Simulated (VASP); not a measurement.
# Ga (P6/mmm) in VASP: further runs

Ga is run at these levels: PBEsol; tasks: single point.

Program: VASP 6.6.1. These are calculated values, not measurements. Logs are shortened: lines on timing, memory, paths and dates and some standing lists are left out, and cuts for length are marked.

**1. The cell of the first run**

It takes space group P6/mmm (No. 191, hexagonal). The conventional cell has a = 2.699 Å, b = 2.699 Å, c = 2.597 Å, α = 90.00°, β = 90.00°, γ = 120.00°. Ga (site symmetry 6/mmm) has 8 Ga at 2.60 to 2.70 Å within 3.4 Å.

**2. Single point, PBEsol**

INCAR

```
SYSTEM = Ga
PREC     = Accurate       ! precision mode
ENCUT    = 520            ! plane-wave cutoff, eV
EDIFF    = 1E-7           ! SCF threshold, eV
ISMEAR   = -1             ! smearing method
SIGMA    = 0.1            ! smearing width, eV
LREAL    = .FALSE.        ! projectors in reciprocal space
LASPH    = .TRUE.         ! aspherical terms in the spheres
NELM     = 100            ! most SCF steps
ALGO     = Normal         ! electronic algorithm
ISIF     = 2              ! what is computed and relaxed
LWAVE    = .FALSE.        ! write WAVECAR
LCHARG   = .FALSE.        ! write CHGCAR
GGA      = PS             ! functional
NBANDS   = 12             ! bands
```

KPOINTS

```
regular mesh
0
G
  16 16 15
  0 0 0
```

POSCAR

```
Ga
1.0
    2.6988367191      0.0000000000      0.0000000000
   -1.3494183595      2.3372611594      0.0000000000
    0.0000000000      0.0000000000      2.5973914484
Ga
1
Direct
    0.0000000000      0.0000000000      0.0000000000
```

Potentials or basis: VASP PAW PBE potentials, release 64 (Ga_d).

On the command line:

```console
$ cat potpaw_PBE.64/Ga_d/POTCAR > POTCAR
$ mpirun -np 1 vasp_std > vasp.out
```

OUTCAR:

```text
SYSTEM = Ga
   PREC = Accurate
   ENCUT = 520
   EDIFF = 1E-7
   ISMEAR = -1
   LREAL = .FALSE.
   LASPH = .TRUE.
   NELM = 100
   ISIF = 2
   GGA = PS

 ion  position               nearest neighbor table
   1  0.000  0.000  0.000-

  LATTYP: Found a hexagonal cell.
 ALAT       =     2.6988367191
 C/A-ratio  =     0.9624114827

  Lattice vectors:

 A1 = (   2.6988367191,   0.0000000000,   0.0000000000)
 A2 = (  -1.3494183595,   2.3372611594,   0.0000000000)
 A3 = (   0.0000000000,   0.0000000000,   2.5973914484)

Analysis of symmetry for initial positions (statically):
=====================================================================
 Subroutine PRICEL returns:
 Original cell was already a primitive cell.

 Routine SETGRP: Setting up the symmetry group for a
 hexagonal supercell.

 Subroutine GETGRP returns: Found 24 space group operations
 (whereof 24 operations were pure point group operations)
 out of a pool of 24 trial point group operations.

The static configuration has the point symmetry D_6h.

Analysis of symmetry for dynamics (positions and initial velocities):
=====================================================================
 Subroutine PRICEL returns:
 Original cell was already a primitive cell.

 Routine SETGRP: Setting up the symmetry group for a
 hexagonal supercell.

 Subroutine GETGRP returns: Found 24 space group operations
 (whereof 24 operations were pure point group operations)
 out of a pool of 24 trial point group operations.

The dynamic configuration has the point symmetry D_6h.

 Subroutine INISYM returns: Found 24 space group operations
 (whereof 24 operations are pure point group operations),
 and found     1 'primitive' translations

----------------------------------------------------------------------------------------

                                     Primitive cell

  volume of cell :      16.3840

  direct lattice vectors                    reciprocal lattice vectors
     2.698836719  0.000000000  0.000000000     0.370530011  0.213925602  0.000000000
    -1.349418359  2.337261159  0.000000000     0.000000000  0.427851204  0.000000000
     0.000000000  0.000000000  2.597391448     0.000000000  0.000000000  0.385001653

  length of vectors
     2.698836719  2.698836719  2.597391448     0.427851204  0.427851204  0.385001653

  position of ions in fractional coordinates (direct lattice)
     0.000000000  0.000000000  0.000000000

  ion indices of the primitive-cell ions
   primitive index   ion index
                 1           1

----------------------------------------------------------------------------------------

 KPOINTS: regular mesh

Automatic generation of k-mesh.
 Grid dimensions read from file:
 generate k-points for:   16   16   15

 Generating k-lattice:

  Cartesian coordinates                     Fractional coordinates (reciprocal lattice)
     0.023158126  0.013370350  0.000000000     0.062500000  0.000000000  0.000000000
     0.000000000  0.026740700  0.000000000     0.000000000  0.062500000  0.000000000
     0.000000000  0.000000000  0.025666777     0.000000000  0.000000000  0.066666667

  Length of vectors
     0.026740700  0.026740700  0.025666777

  Shift w.r.t. Gamma in fractional coordinates (k-lattice)
     0.000000000  0.000000000  0.000000000

 Subroutine IBZKPT returns following result:
 ===========================================

 Found    240 irreducible k-points:

 Following reciprocal coordinates:
            Coordinates               Weight
  0.000000  0.000000  0.000000      1.000000
  0.062500  0.000000  0.000000      6.000000
  0.125000  0.000000  0.000000      6.000000
  0.187500 -0.000000  0.000000      6.000000
  0.250000  0.000000  0.000000      6.000000
  0.312500  0.000000  0.000000      6.000000
[... 16 lines left out ...]
  0.187500  0.187500  0.000000      6.000000
  0.250000  0.187500  0.000000     12.000000
 [... further k-points ...]
   k-points           NKPTS =    240   k-points in BZ     NKDIM =    240   number of bands    NBANDS=     12
   number of dos      NEDOS =    301   number of ions     NIONS =      1
   total plane-waves  NPLWV =   8000
   dimension x,y,z NGX =    20 NGY =   20 NGZ =   20
   dimension x,y,z NGXF=    40 NGYF=   40 NGZF=   40
   ions per type =               1
   NGX,Y,Z   is equivalent  to a cutoff of  12.32, 12.32, 12.80 a.u.
   NGXF,Y,Z  is equivalent  to a cutoff of  24.64, 24.64, 25.60 a.u.
 SYSTEM =  Ga
   PREC   = accura    normal or accurate (medium, high low for compatibility)
   ISTART =      0    job   : 0-new  1-cont  2-samecut
   ICHARG =      2    charge: 1-file 2-atom 10-const
   ISPIN  =      1    spin polarized calculation?
   LNONCOLLINEAR =      F non collinear calculations
   LSORBIT =      F    spin-orbit coupling
   LASPH  =      T    aspherical Exc in radial PAW
   ENCUT  =  520.0 eV  38.22 Ry    6.18 a.u.   5.02  5.02  4.83*2*pi/ulx,y,z
   NELM   =    100;   NELMIN=  2; NELMDL= -5     # of ELM steps
   EDIFF  = 0.1E-06   stopping-criterion for ELM
   LREAL  =      F    real-space projection
   EDIFFG = 0.1E-05   stopping-criterion for IOM
   NSW    =      0    number of steps for IOM
   IBRION =     -1    ionic relax: 0-MD 1-quasi-New 2-CG
   NFREE  =      0    steps in history (QN), initial steepest desc. (CG)
   ISIF   =      2    stress and relaxation
   ISYM   =      2    0-nonsym 1-usesym 2-fastsym
   POTIM  = 0.5000    time-step for ionic-motion
   TEBEG  =    0.0;   TEEND  =   0.0 temperature during run
   PSTRESS=    0.0 pullay stress
   NELECT =      13.0000    total number of electrons
   NUPDOWN=      -1.0000    fix difference up-down
   EMIN   =  10.00;   EMAX   =-10.00  energy-range for DOS
   EFERMI =   0.00;   METHOD = LEGACY
   ISMEAR =    -1;   SIGMA  =   0.10  broadening in eV -4-tet -1-fermi 0-gaus
   EFERMI_NEDOS =   21; number of points for ismear=-14 and -15
   IALGO  =     38    algorithm
   IMIX   =      4    mixing-type and parameters
     AMIX     =   0.40;   BMIX     =  1.00
     AMIX_MAG =   1.60;   BMIX_MAG =  1.00
  volume/ion in A,a.u.               =      16.38       110.57
  Fermi-wavevector in a.u.,A,eV,Ry     =   1.515592  2.864053 31.252827  2.297018
  Thomas-Fermi vector in A             =   2.625095
   LORBIT       =      0    0 simple, 1 ext, 2 COOP (PROOUT), +10 PAW based schemes
   GGA     = PS    functional components
   LHFCALC =     F    Hartree Fock is set to
   AEXX    =    0.0000 exact exchange contribution
   IVDW    =     0    specifies the selected vdW correction
   LEPSILON=     F    determine dielectric tensor
   LRPA    =     F    only Hartree local field effects (RPA)
 non-spin polarized calculation
  energy-cutoff  :      520.00
  volume of cell :       16.38
 maximum number of plane-waves:       451
 NGX is ok and might be reduce to    20
   NGX =  9   NGY =  9   NGZ =  9

 number of electron      12.9999981 magnetization

 Free energy of the ion-electron system (eV)
  ---------------------------------------------------
  ext. energy  EPLUGINS =         0.00000000
  ---------------------------------------------------
  free energy    TOTEN  =        -3.27938967 eV

  energy without entropy =       -3.26645441  energy(sigma->0) =       -3.27292204

 E-fermi :   6.6024     XC(G=0): -11.8391

 val. band max:        6.5768851361   @ k =   0.3750  -0.0000   0.2000
 cond. band min:       6.6168642814   @ k =   0.2500   0.2500   0.4667
 fundamental gap:      0.0399791453
 Fermi energy:         6.6024122365

 k-point     1 :       0.0000    0.0000    0.0000
  band No.  band energies     occupation
      1      -8.7454      2.00000
      2      -8.3937      2.00000
      3      -8.3937      2.00000
      4      -8.0138      2.00000
      5      -8.0138      2.00000
      6      -5.5156      2.00000
      7      15.9541      0.00000
      8      19.3745      0.00000
      9      20.0016      0.00000
     10      20.0016      0.00000
     11      23.8433      0.00000
     12      24.4036      0.00000

 k-point     2 :       0.0625    0.0000    0.0000
  band No.  band energies     occupation
      1      -8.7363      2.00000
      2      -8.3999      2.00000
      3      -8.3784      2.00000
      4      -8.0218      2.00000
      5      -8.0155      2.00000
      6      -5.4063      2.00000
      7      16.0755      0.00000
      8      18.3391      0.00000
      9      19.4294      0.00000
     10      19.8558      0.00000
     11      22.4073      0.00000
     12      25.1674      0.00000

 k-point     3 :       0.1250    0.0000    0.0000
  band No.  band energies     occupation
      1      -8.7126      2.00000
      2      -8.4178      2.00000
      3      -8.3345      2.00000
      4      -8.0442      2.00000
      5      -8.0204      2.00000
      6      -5.0753      2.00000
      7      15.8784      0.00000
      8      16.4371      0.00000
      9      18.3028      0.00000
     10      19.8139      0.00000
     11      21.5815      0.00000
     12      26.8694      0.00000

 k-point     4 :       0.1875   -0.0000    0.0000
  band No.  band energies     occupation
      1      -8.6833      2.00000
      2      -8.4435      2.00000
      3      -8.2681      2.00000
      4      -8.0776      2.00000
      5      -8.0277      2.00000
      6      -4.5161      2.00000
      7      13.1789      0.00000
      8      17.0305      0.00000
      9      17.1474      0.00000
     10      19.5525      0.00000
     11      21.3819      0.00000
     12      28.9862      0.00000

 k-point     5 :       0.2500    0.0000    0.0000
  band No.  band energies     occupation
      1      -8.6610      2.00000
      2      -8.4676      2.00000
      3      -8.1886      2.00000
      4      -8.1164      2.00000
      5      -8.0362      2.00000
      6      -3.7241      2.00000
      7      10.5498      0.00000
      8      16.1240      0.00000
      9      17.8407      0.00000
     10      19.0734      0.00000
     11      21.7257      0.00000
     12      31.3548      0.00000
[... 228 lines left out ...]
      1      -8.6303      2.00000
      2      -8.4545      2.00000
      3      -8.1995      2.00000
      4      -8.0751      2.00000
      5      -8.0497      2.00000
      6       0.3647      2.00000
      7       3.9900      2.00000
      8      10.9939      0.00000
      9      21.4073      0.00000
     10      21.8088      0.00000
     11      24.5298      0.00000
     12      27.1344      0.00000

 k-point    22 :       0.4375    0.1250    0.0000
  band No.  band energies     occupation
      1      -8.6350      2.00000
      2      -8.4496      2.00000
      3      -8.2056      2.00000
      4      -8.0775      2.00000
      5      -8.0372      2.00000
      6       1.8180      2.00000
      7       2.3303      2.00000
      8      10.8758      0.00000
      9      21.7522      0.00000
     10      21.9680      0.00000
     11      25.0737      0.00000
     12      26.3756      0.00000

 k-point    23 :       0.1875    0.1875    0.0000
  band No.  band energies     occupation
      1      -8.6003      2.00000
      2      -8.4712      2.00000
      3      -8.1614      2.00000
      4      -8.1488      2.00000
      5      -8.0617      2.00000
      6      -2.4678      2.00000
      7       9.4427      0.00000
      8      10.6818      0.00000
      9      19.0745      0.00000
     10      22.1498      0.00000
     11      25.0073      0.00000
     12      27.2304      0.00000

 k-point    24 :       0.2500    0.1875    0.0000
  band No.  band energies     occupation
      1      -8.5790      2.00000
      2      -8.4649      2.00000
      3      -8.1697      2.00000
      4      -8.1359      2.00000
      5      -8.0773      2.00000
      6      -1.3293      2.00000
      7       7.4872      0.00029
      8       9.5973      0.00000
      9      20.1305      0.00000
     10      22.9935      0.00000
     11      25.3144      0.00000
     12      28.6483      0.00000

 [... further k-points ...]
[... 5 lines left out ...]
  --------------------------------------------------------------------------------------
  -------------------------------------------------------------------------------------
  Total        0.8262153      0.8262153      0.8261377      0.0000000     -0.0000000      0.0000000
  in kB       80.7946388     80.7946388     80.7870523      0.0000000     -0.0000000      0.0000000
  external PRESSURE =      80.7921100 kB  Pullay stress =       0.0000000 kB

 VOLUME and BASIS-vectors are now :
 -----------------------------------------------------------------------------
  energy-cutoff  :      520.00
  volume of cell :       16.38
      direct lattice vectors                 reciprocal lattice vectors
     2.698836719  0.000000000  0.000000000     0.370530011  0.213925602  0.000000000
    -1.349418359  2.337261159  0.000000000     0.000000000  0.427851204  0.000000000
     0.000000000  0.000000000  2.597391448     0.000000000  0.000000000  0.385001653

 POSITION                                       TOTAL-FORCE (eV/Angst)
 -----------------------------------------------------------------------------------
      0.00000      0.00000      0.00000         0.000000      0.000000      0.000000
 -----------------------------------------------------------------------------------
    total drift:                               -0.000000      0.000000      0.000000

  FREE ENERGIE OF THE ION-ELECTRON SYSTEM (eV)
  ---------------------------------------------------
  free  energy   TOTEN  =        -3.2793896732 eV

  energy  without entropy=       -3.2664544061  energy(sigma->0) =       -3.27292204
```

Wall time 44 s (1 thread of Intel Xeon 8259CL, shared host); peak memory 0.16 GiB.

Results:

| Item | Value |
| --- | --- |
| Free energy | -3.2794 eV |
| Pressure | 8.1 GPa |

Levels at points of the mesh, in eV from the Fermi level:
```
           k point  band 4  band 5  band 6  band 7  band 8  band 9
(0.00, 0.00, 0.00)  -14.62  -14.62  -12.12    9.35   12.77   13.40
(0.50, 0.00, 0.00)  -14.66  -14.58   -5.06   -4.67    7.57   11.35
```

Caveat: the PAW data sets were made with another functional, which shifts forces and pressure a little.

**3. Single point, PBEsol**

INCAR

```
PREC = Accurate
ENCUT = 520
EDIFF = 1E-7
ISMEAR = -1
SIGMA = 0.1
LREAL = False
LASPH = True
NELM = 80
ALGO = Normal
ISIF = 2
LWAVE = False
LCHARG = False
GGA = PS
NBANDS = 12
```

KPOINTS

```
regular mesh
0
Gamma
  16 16 15
```

POSCAR

```
Ga
1.0
    2.6992694999      0.0000000000      0.0000000000
   -1.3496347499      2.3376359586      0.0000000000
    0.0000000000      0.0000000000      2.5977527462
Ga
1
Direct
    0.0000000000      0.0000000000      0.0000000000
```

Potentials or basis: VASP PAW PBE potentials, release 64 (Ga_d).

On the command line:

```console
$ cat potpaw_PBE.64/Ga_d/POTCAR > POTCAR
$ mpirun -np 1 vasp_std > vasp.out
```

It took 41 s on 1 thread of Intel Xeon 8259CL, shared host; peak memory 0.16 GiB.

It converged, with:

```yaml
Free_energy: -3.2798 eV
Pressure: 8.0 GPa
```

Levels at points of the mesh, in eV from the Fermi level:
| k point | band 4 | band 5 | band 6 | band 7 | band 8 | band 9 |
| --- | --- | --- | --- | --- | --- | --- |
| (0.00, 0.00, 0.00) | -14.62 | -14.62 | -12.11 | 9.35 | 12.77 | 13.39 |
| (0.50, 0.00, 0.00) | -14.66 | -14.58 | -5.06 | -4.67 | 7.57 | 11.35 |

Caveat: the PAW data sets were made with another functional, which shifts forces and pressure a little.
